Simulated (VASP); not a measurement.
# LiF (Fm-3m) in VASP: a series of runs, part 2 of 2

VASP 6.6.1. Earlier steps stand in the parts before.

### 4 Single point, LDA

This run uses another cell than the first one, of 6.55 Å³/atom, 0.941 times its volume.

Input file INCAR:

```
SYSTEM = LiF
  PREC = Accurate
  ENCUT = 520
  EDIFF = 1E-6
  ISMEAR = 0
  SIGMA = 0.01
  LREAL = .FALSE.
  LASPH = .TRUE.
  NELM = 100
  ALGO = Normal
  ISIF = 2
  LWAVE = .FALSE.
  LCHARG = .FALSE.
  GGA = CA
  NBANDS = 12
```

Input file KPOINTS:

```
Automatic mesh
0
G
  10 10 10
  0 0 0
```

Input file POSCAR:

```
LiF
1.0
    0.0000000000      1.8713115666      1.8713115666
    1.8713115666      0.0000000000      1.8713115666
    1.8713115666      1.8713115666      0.0000000000
Li F
1 1
Direct
    0.0000000000      0.0000000000      0.0000000000
    0.5000000000      0.5000000000      0.5000000000
```

Potentials or basis: VASP PAW LDA potentials, release 64 (Li_sv, F).

Launch:

```sh
cat potpaw_LDA.64/Li_sv/POTCAR potpaw_LDA.64/F/POTCAR > POTCAR
mpirun -np 1 vasp_std > vasp.out
```

OUTCAR:

```text
SYSTEM = LiF
   PREC = Accurate
   ENCUT = 520
   EDIFF = 1E-6
   ISMEAR = 0
   LREAL = .FALSE.
   LASPH = .TRUE.
   NELM = 100
   ISIF = 2
   GGA = CA

 ion  position               nearest neighbor table
   1  0.000  0.000  0.000-   2 1.87   2 1.87   2 1.87   2 1.87   2 1.87   2 1.87
   2  0.500  0.500  0.500-   1 1.87   1 1.87   1 1.87   1 1.87   1 1.87   1 1.87

  LATTYP: Found a face centered cubic cell.
 ALAT       =     3.7426231332

  Lattice vectors:

 A1 = (   0.0000000000,   1.8713115666,   1.8713115666)
 A2 = (   1.8713115666,   0.0000000000,   1.8713115666)
 A3 = (   1.8713115666,   1.8713115666,   0.0000000000)

Analysis of symmetry for initial positions (statically):
=====================================================================
 Subroutine PRICEL returns:
 Original cell was already a primitive cell.

 Routine SETGRP: Setting up the symmetry group for a
 face centered cubic supercell.

 Subroutine GETGRP returns: Found 48 space group operations
[... 9 lines left out ...]

 Routine SETGRP: Setting up the symmetry group for a
 face centered cubic supercell.

 Subroutine GETGRP returns: Found 48 space group operations
[... 11 lines left out ...]
                                     Primitive cell

  volume of cell :      13.1059

[... 142 lines left out ...]

 k-point     1 :       0.0000    0.0000    0.0000
  band No.  band energies     occupation
      1     -39.1942      2.00000
      2     -19.9687      2.00000
      3       0.2784      2.00000
      4       0.2784      2.00000
      5       0.2784      2.00000
      6      11.3965      0.00000
      7      26.3901      0.00000
      8      26.3901      0.00000
      9      26.3901      0.00000
     10      26.6826      0.00000
     11      26.6826      0.00000
     12      26.6826      0.00000
[... 331 lines left out ...]
 k-point    24 :       0.4000    0.3000    0.0000
  band No.  band energies     occupation
      1     -39.0185      2.00000
      2     -19.1688      2.00000
      3      -2.8921      2.00000
      4      -0.9673      2.00000
      5      -0.8101      2.00000
      6      15.2365      0.00000
      7      17.9527      0.00000
      8      20.9094      0.00000
      9      22.4698      0.00000
     10      23.6220      0.00000
     11      38.8847      0.00000
     12      39.2454      0.00000

 [... further k-points ...]
[... 5 lines left out ...]
  --------------------------------------------------------------------------------------
  -------------------------------------------------------------------------------------
  Total        1.2064315      1.2064315      1.2064315      0.0000000      0.0000000      0.0000000
  in kB      147.4840130    147.4840130    147.4840130      0.0000000      0.0000000      0.0000000
  external PRESSURE =     147.4840130 kB  Pullay stress =       0.0000000 kB

 VOLUME and BASIS-vectors are now :
 -----------------------------------------------------------------------------
  energy-cutoff  :      520.00
  volume of cell :       13.11
      direct lattice vectors                 reciprocal lattice vectors
     0.000000000  1.871311567  1.871311567    -0.267192278  0.267192278  0.267192278
     1.871311567  0.000000000  1.871311567     0.267192278 -0.267192278  0.267192278
     1.871311567  1.871311567  0.000000000     0.267192278  0.267192278 -0.267192278

 POSITION                                       TOTAL-FORCE (eV/Angst)
 -----------------------------------------------------------------------------------
      0.00000      0.00000      0.00000         0.000000     -0.000000      0.000000
      1.87131      1.87131      1.87131        -0.000000      0.000000     -0.000000
 -----------------------------------------------------------------------------------
    total drift:                                0.000000      0.000000      0.000000

  FREE ENERGIE OF THE ION-ELECTRON SYSTEM (eV)
  ---------------------------------------------------
  free  energy   TOTEN  =       -10.4204710940 eV

  energy  without entropy=      -10.4204710940  energy(sigma->0) =      -10.42047109
```

OSZICAR:

```text
N       E                     dE             d eps       ncg     rms          rms(c)
DAV:   1     0.266326243884E+02    0.26633E+02   -0.55981E+03  1180   0.864E+02
DAV:   2    -0.101745340687E+02   -0.36807E+02   -0.36070E+02  1376   0.189E+02
DAV:   3    -0.109235867072E+02   -0.74905E+00   -0.74779E+00  1452   0.231E+01
DAV:   4    -0.109279924769E+02   -0.44058E-02   -0.44056E-02  1272   0.194E+00
DAV:   5    -0.109280191112E+02   -0.26634E-04   -0.26634E-04  1448   0.116E-01    0.433E+00
DAV:   6    -0.104329933810E+02    0.49503E+00   -0.20682E+00  1296   0.940E+00    0.122E+00
DAV:   7    -0.104243274850E+02    0.86659E-02   -0.21528E-02  1436   0.123E+00    0.773E-01
DAV:   8    -0.104204904181E+02    0.38371E-02   -0.73066E-03  1416   0.915E-01    0.936E-02
DAV:   9    -0.104204602028E+02    0.30215E-04   -0.75368E-04  1292   0.269E-01    0.368E-02
DAV:  10    -0.104204717464E+02   -0.11544E-04   -0.24614E-05  1328   0.402E-02    0.721E-03
DAV:  11    -0.104204710940E+02    0.65242E-06   -0.13454E-06  1164   0.129E-02
   1 F= -.10420471E+02 E0= -.10420471E+02  d E =-.110109E-19
```

stdout:

```text
POSCAR found type information on POSCAR LiF
 POSCAR found :  2 types and       2 ions
 scaLAPACK will be used
 LDA part: xc-table for (Slater(with rela. corr.)+CA(PZ))
 , standard interpolation
 POSCAR, INCAR and KPOINTS ok, starting setup
 FFT: planning ... GRIDC
 FFT: planning ... GRID_SOFT
 FFT: planning ... GRID
 WAVECAR not read
 entering main loop
```

It took 8.9 s on 1 thread of Intel Xeon 8259CL, shared host; peak memory 0.12 GiB.

Results:

```yaml
Free_energy: -10.4205 eV
Band_gap_on_the_k_mesh: 11.12 eV, direct
```

Caveat: the cutoff is under 1.25 times the usual one of these potentials, so pressure, stress and relaxed cells hold a basis-set (Pulay) error. A k mesh can miss the band edges.

### 5 Summary

```csv
cell,gap on the mesh (eV)
"a = 2.701 Å, angles 60.0°, 2 atoms",10.42
"a = 2.679 Å, angles 60.0°, 2 atoms",10.70
"a = 2.646 Å, angles 60.0°, 2 atoms",11.12
```

Alike in all rows: task single point; level LDA; potentials or basis VASP PAW LDA potentials, release 64 (Li_sv, F); no spin polarisation; k mesh 10 × 10 × 10; cutoff (eV) 520; smearing gaussian 0.01 eV.

Caveats: the cutoff is under 1.25 times the usual one of these potentials, so pressure, stress and relaxed cells hold a basis-set (Pulay) error.

Absolute energies hang on the potentials; compare differences alone.
